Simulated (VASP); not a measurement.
# Sr (P6/mmm) in VASP: further runs

The runs below take Sr through relaxation of cell and atoms, with PBEsol.

Everything below comes from runs of VASP 6.6.1. Logs are shortened: lines on timing, memory, paths and dates and some standing lists are left out, and cuts for length are marked.

### 1 The cell of the first run

The structure is hexagonal, space group P6/mmm (No. 191). Conventional cell: a = 3.034 Å, b = 3.034 Å, c = 2.714 Å, α = 90.00°, β = 90.00°, γ = 120.00°. Sr (site symmetry 6/mmm) has 8 Sr at 2.71 to 3.03 Å within 3.6 Å.

This isn't the form of Sr at room conditions, which is fcc.

### 2 Relaxation of cell and atoms, PBEsol, target pressure 36 GPa, at which the enthalpy is minimised

Contents of INCAR:

```
PREC = Accurate ; ENCUT = 600
EDIFF = 1E-7 ; ISMEAR = -1
SIGMA = 0.08 ; LREAL = F
LASPH = T ; NELM = 100
ALGO = Normal ; ISIF = 3
LWAVE = F ; LCHARG = F
GGA = PS ; IBRION = 2
NSW = 32 ; EDIFFG = -0.005
PSTRESS = 360.0
```

Contents of KPOINTS:

```
regular mesh
0
Gamma
  15 15 14
```

Contents of POSCAR:

```
Sr
1.0
    3.0335302577      0.0000000000      0.0000000000
   -1.5167651288      2.6271142663      0.0000000000
    0.0000000000      0.0000000000      2.7136195965
Sr
1
Direct
    0.0000000000      0.0000000000      0.0000000000
```

Potentials or basis: VASP PAW PBE potentials, release 64 (Sr_sv).

The run is started by

```
$ cat potpaw_PBE.64/Sr_sv/POTCAR > POTCAR
$ mpirun -np 1 vasp_std > vasp.out
```

OUTCAR:

```text
PREC = Accurate
   ENCUT = 600
   EDIFF = 1E-7
   ISMEAR = -1
   LREAL = F
   LASPH = T
   NELM = 100
   ISIF = 3
   GGA = PS
   IBRION = 2
   NSW = 32
   EDIFFG = -0.005
   PSTRESS = 360.0

 ion  position               nearest neighbor table
   1  0.000  0.000  0.000-

  LATTYP: Found a hexagonal cell.
 ALAT       =     3.0335302577
 C/A-ratio  =     0.8945417932

  Lattice vectors:

 A1 = (   3.0335302577,   0.0000000000,   0.0000000000)
 A2 = (  -1.5167651288,   2.6271142663,   0.0000000000)
 A3 = (   0.0000000000,   0.0000000000,   2.7136195965)

Analysis of symmetry for initial positions (statically):
=====================================================================
 Subroutine PRICEL returns:
 Original cell was already a primitive cell.

 Routine SETGRP: Setting up the symmetry group for a
 hexagonal supercell.

 Subroutine GETGRP returns: Found 24 space group operations
 (whereof 24 operations were pure point group operations)
 out of a pool of 24 trial point group operations.

The static configuration has the point symmetry D_6h.

Analysis of symmetry for dynamics (positions and initial velocities):
=====================================================================
 Subroutine PRICEL returns:
 Original cell was already a primitive cell.

 Routine SETGRP: Setting up the symmetry group for a
 hexagonal supercell.

 Subroutine GETGRP returns: Found 24 space group operations
 (whereof 24 operations were pure point group operations)
 out of a pool of 24 trial point group operations.

The dynamic configuration has the point symmetry D_6h.

 Subroutine INISYM returns: Found 24 space group operations
 (whereof 24 operations are pure point group operations),
 and found     1 'primitive' translations

----------------------------------------------------------------------------------------

                                     Primitive cell

  volume of cell :      21.6260

  direct lattice vectors                    reciprocal lattice vectors
     3.033530258  0.000000000  0.000000000     0.329648929  0.190322898  0.000000000
    -1.516765129  2.627114266  0.000000000     0.000000000  0.380645796  0.000000000
     0.000000000  0.000000000  2.713619597     0.000000000  0.000000000  0.368511490

  length of vectors
     3.033530258  3.033530258  2.713619597     0.380645796  0.380645796  0.368511490

  position of ions in fractional coordinates (direct lattice)
     0.000000000  0.000000000  0.000000000

  ion indices of the primitive-cell ions
   primitive index   ion index
                 1           1

----------------------------------------------------------------------------------------

 KPOINTS: regular mesh

Automatic generation of k-mesh.
 Grid dimensions read from file:
 generate k-points for:   15   15   14

 Generating k-lattice:

  Cartesian coordinates                     Fractional coordinates (reciprocal lattice)
     0.021976595  0.012688193  0.000000000     0.066666667  0.000000000  0.000000000
     0.000000000  0.025376386  0.000000000     0.000000000  0.066666667  0.000000000
     0.000000000  0.000000000  0.026322249     0.000000000  0.000000000  0.071428571

  Length of vectors
     0.025376386  0.025376386  0.026322249

  Shift w.r.t. Gamma in fractional coordinates (k-lattice)
     0.000000000  0.000000000  0.000000000

 Subroutine IBZKPT returns following result:
 ===========================================

 Found    216 irreducible k-points:

 Following reciprocal coordinates:
            Coordinates               Weight
  0.000000  0.000000  0.000000      1.000000
  0.066667  0.000000  0.000000      6.000000
  0.133333  0.000000  0.000000      6.000000
  0.200000  0.000000  0.000000      6.000000
  0.266667  0.000000  0.000000      6.000000
  0.333333  0.000000  0.000000      6.000000
[... 16 lines left out ...]
  0.333333  0.200000  0.000000     12.000000
  0.400000  0.200000  0.000000      6.000000
 [... further k-points ...]
   k-points           NKPTS =    216   k-points in BZ     NKDIM =    216   number of bands    NBANDS=      9
   number of dos      NEDOS =    301   number of ions     NIONS =      1
   total plane-waves  NPLWV =  13824
   dimension x,y,z NGX =    24 NGY =   24 NGZ =   24
   dimension x,y,z NGXF=    48 NGYF=   48 NGZF=   48
   ions per type =               1
   NGX,Y,Z   is equivalent  to a cutoff of  13.15, 13.15, 14.70 a.u.
   NGXF,Y,Z  is equivalent  to a cutoff of  26.31, 26.31, 29.41 a.u.
 SYSTEM =  unknown system
   PREC   = accura    normal or accurate (medium, high low for compatibility)
   ISTART =      0    job   : 0-new  1-cont  2-samecut
   ICHARG =      2    charge: 1-file 2-atom 10-const
   ISPIN  =      1    spin polarized calculation?
   LNONCOLLINEAR =      F non collinear calculations
   LSORBIT =      F    spin-orbit coupling
   LASPH  =      T    aspherical Exc in radial PAW
   ENCUT  =  600.0 eV  44.10 Ry    6.64 a.u.   6.06  6.06  5.42*2*pi/ulx,y,z
   NELM   =    100;   NELMIN=  2; NELMDL= -5     # of ELM steps
   EDIFF  = 0.1E-06   stopping-criterion for ELM
   LREAL  =      F    real-space projection
   EDIFFG = -.5E-02   stopping-criterion for IOM
   NSW    =     32    number of steps for IOM
   IBRION =      2    ionic relax: 0-MD 1-quasi-New 2-CG
   NFREE  =      1    steps in history (QN), initial steepest desc. (CG)
   ISIF   =      3    stress and relaxation
   ISYM   =      2    0-nonsym 1-usesym 2-fastsym
   POTIM  = 0.5000    time-step for ionic-motion
   TEBEG  =    0.0;   TEEND  =   0.0 temperature during run
   PSTRESS=  360.0 pullay stress
   NELECT =      10.0000    total number of electrons
   NUPDOWN=      -1.0000    fix difference up-down
   EMIN   =  10.00;   EMAX   =-10.00  energy-range for DOS
   EFERMI =   0.00;   METHOD = LEGACY
   ISMEAR =    -1;   SIGMA  =   0.08  broadening in eV -4-tet -1-fermi 0-gaus
   EFERMI_NEDOS =   21; number of points for ismear=-14 and -15
   IALGO  =     38    algorithm
   IMIX   =      4    mixing-type and parameters
     AMIX     =   0.40;   BMIX     =  1.00
     AMIX_MAG =   1.60;   BMIX_MAG =  1.00
  volume/ion in A,a.u.               =      21.63       145.94
  Fermi-wavevector in a.u.,A,eV,Ry     =   1.265949  2.392296 21.805049  1.602626
  Thomas-Fermi vector in A             =   2.399175
   LORBIT       =      0    0 simple, 1 ext, 2 COOP (PROOUT), +10 PAW based schemes
   GGA     = PS    functional components
   LHFCALC =     F    Hartree Fock is set to
   AEXX    =    0.0000 exact exchange contribution
   IVDW    =     0    specifies the selected vdW correction
   LEPSILON=     F    determine dielectric tensor
   LRPA    =     F    only Hartree local field effects (RPA)
 conjugate gradient relaxation of ions
 non-spin polarized calculation
  energy-cutoff  :      600.00
  volume of cell :       21.63
 maximum number of plane-waves:       741
   NGX = 13   NGY = 13   NGZ = 11

--------------------------------------- Ionic step        1  -------------------------------------------

 number of electron      10.0000000 magnetization

 Free energy of the ion-electron system (eV)
  ---------------------------------------------------
  ext. energy  EPLUGINS =         0.00000000
  ---------------------------------------------------
  free energy    TOTEN  =         0.22025376 eV

  energy without entropy =        0.23896169  energy(sigma->0) =        0.22960772

------------------------ aborting loop because EDIFF is reached ----------------------------------------

  FORCE on cell =-STRESS in cart. coord.  units (eV):
  Direction    XX          YY          ZZ          XY          YZ          ZX
  --------------------------------------------------------------------------------------
  -------------------------------------------------------------------------------------
  Total        4.9646363      4.9646363      5.0854294      0.0000000      0.0000000      0.0000000
  in kB      367.8085014    367.8085014    376.7575354      0.0000000      0.0000000      0.0000000
  external PRESSURE =      10.7915127 kB  Pullay stress =     360.0000000 kB
[... 96 lines left out ...]
  enthalpy is  TOTEN    =         5.0784780003 eV   P V=        4.9182915156

--------------------------------------- Ionic step        4  -------------------------------------------

 number of electron      10.0000000 magnetization

 Free energy of the ion-electron system (eV)
  ---------------------------------------------------
  ext. energy  EPLUGINS =         0.00000000
  ---------------------------------------------------
  free energy    TOTEN  =         0.16376595 eV

  energy without entropy =        0.18256626  energy(sigma->0) =        0.17316611

 E-fermi :   5.9141     XC(G=0): -10.9762

 val. band max:        5.9034673063   @ k =   0.4667   0.0667   0.2143
 cond. band min:       5.9414655944   @ k =   0.3333   0.0000   0.2857
 fundamental gap:      0.0379982881
 Fermi energy:         5.9140955922

 k-point     1 :       0.0000    0.0000    0.0000
  band No.  band energies     occupation
      1     -30.4527      2.00000
      2     -10.8555      2.00000
      3     -10.8555      2.00000
      4     -10.3555      2.00000
      5       2.1686      2.00000
      6       5.6388      1.93792
      7       8.8805      0.00000
      8       8.8805      0.00000
      9      16.2845      0.00000
[... 265 lines left out ...]
 k-point    24 :       0.4000    0.2000    0.0000
  band No.  band energies     occupation
      1     -29.8642      2.00000
      2     -13.5026      2.00000
      3     -12.2690      2.00000
      4      -9.9740      2.00000
      5       5.6030      1.95988
      6       7.2805      0.00000
      7       8.5986      0.00000
      8      12.3255      0.00000
      9      14.2558      0.00000

 [... further k-points ...]
[... 5 lines left out ...]
  --------------------------------------------------------------------------------------
  -------------------------------------------------------------------------------------
  Total        4.9190641      4.9190641      4.9113193      0.0000000      0.0000000     -0.0000000
  in kB      360.3223799    360.3223799    359.7550745      0.0000000      0.0000000     -0.0000000
  external PRESSURE =       0.1332781 kB  Pullay stress =     360.0000000 kB
[... 16 lines left out ...]
  FREE ENERGIE OF THE ION-ELECTRON SYSTEM (eV)
  ---------------------------------------------------
  free  energy   TOTEN  =         0.1637659527 eV

  energy  without entropy=        0.1825662639  energy(sigma->0) =        0.17316611

  enthalpy is  TOTEN    =         5.0784289604 eV   P V=        4.9146630077

 reached required accuracy - stopping structural energy minimisation
```

Run time: 2.2 min. Hardware: 1 thread of AMD EPYC 7R43 (Zen 3), shared host; peak memory 0.15 GiB.

Results:

* Free energy: 0.1638 eV
* Relaxed volume: 21.87 Å³/atom
* Relaxed cell: a = 3.039 Å, b = 3.039 Å, c = 2.735 Å, α = 90.00°, β = 90.00°, γ = 120.00°
* Space group after relaxing (to 0.1 Å): P6/mmm (No. 191)
* Energy change on relaxing (the run minimises the enthalpy): -56.5 meV/atom
* Ionic steps: 4
* Pressure after relaxing: 36.0 GPa
* Band gap on the k mesh: zero (bands 5 and 6 overlap by 2.94 eV)

The path:
```tsv
step	energy change (eV)	largest force (eV/Å)	pressure (GPa)	volume (Å³)
1	0.0000	0.0000	37.08	21.63
2	-0.1036	0.0000	35.09	22.08
3	-0.0601	0.0000	35.92	21.89
4	-0.0565	0.0000	36.01	21.87
```

Final structure:
```
CELL_PARAMETERS angstrom
3.03887 0.00000 0.00000
-1.51943 2.63174 0.00000
0.00000 0.00000 2.73494
ATOMIC_POSITIONS crystal
Sr 0.00000 0.00000 0.00000
```

Caveat: the cell is relaxed towards a set pressure, so the run minimises the enthalpy, not the energy; the PAW data sets were made with another functional, which shifts forces and pressure a little.

### 3 Relaxation of cell and atoms, PBEsol, target pressure 36 GPa, at which the enthalpy is minimised

This run uses another cell than the first one, of 21.72 Å³/atom.

Contents of INCAR:

```
  ALGO = Normal
  EDIFF = 1E-7
  EDIFFG = -0.005
  ENCUT = 600
  GGA = PS
  IBRION = 2
  ISIF = 3
  ISMEAR = -1
  LASPH = T
  LCHARG = F
  LREAL = F
  LWAVE = F
  NELM = 80
  NSW = 60
  PREC = Accurate
  PSTRESS = 360.0
  SIGMA = 0.08
```

Contents of KPOINTS:

```
k-points
0
Gamma
  15 15 14
```

Contents of POSCAR:

```
Sr
1.0
    2.9880097380      0.0000000000      0.0000000000
   -1.4940048690      2.5876923398      0.0000000000
    0.0000000000      0.0000000000      2.8087291537
Sr
1
Direct
    0.0000000000      0.0000000000      0.0000000000
```

Potentials or basis: VASP PAW PBE potentials, release 64 (Sr_sv).

The run is started by

```
$ cat potpaw_PBE.64/Sr_sv/POTCAR > POTCAR
$ mpirun -np 1 vasp_std > vasp.out
```

Wall time 2.8 min (1 thread of AMD EPYC 7R43 (Zen 3), shared host); peak memory 0.16 GiB.

It converged, with:

```
Free energy                                                : 0.1632 eV
Relaxed volume                                             : 21.88 Å³/atom
Relaxed cell                                               : a = 3.039 Å, b = 3.039 Å, c = 2.734 Å, α = 90.00°, β = 90.00°, γ = 120.00°
Space group after relaxing (to 0.1 Å)                      : P6/mmm (No. 191)
Energy change on relaxing (the run minimises the enthalpy) : -50.0 meV/atom
Ionic steps                                                : 5
Pressure after relaxing                                    : 36.0 GPa
Band gap on the k mesh                                     : zero (bands 5 and 6 overlap by 2.93 eV)
```

Step by step:
```tsv
step	energy change (eV)	largest force (eV/Å)	pressure (GPa)	volume (Å³)
1	0.0000	0.0000	36.88	21.72
2	-0.0956	0.0000	35.10	22.08
3	-0.0886	0.0000	35.26	22.05
4	-0.0219	0.0000	36.54	21.75
5	-0.0500	0.0000	36.00	21.88
```

Final structure:
```
CELL_PARAMETERS angstrom
3.03938 0.00000 0.00000
-1.51969 2.63218 0.00000
0.00000 0.00000 2.73431
ATOMIC_POSITIONS crystal
Sr 0.00000 0.00000 0.00000
```

Levels at points of the mesh, in eV from the Fermi level:
```tsv
k point	band 1	band 2	band 3	band 4	band 5	band 6	band 7	band 8	band 9
(0.00, 0.00, 0.00)	-36.37	-16.77	-16.77	-16.27	-3.75	-0.27	2.96	2.96	10.37
(0.00, 0.00, 0.50)	-35.66	-20.28	-16.31	-16.31	-0.04	2.49	4.55	4.55	5.04
```

Caveat: the cell is relaxed towards a set pressure, so the run minimises the enthalpy, not the energy; the PAW data sets were made with another functional, which shifts forces and pressure a little.
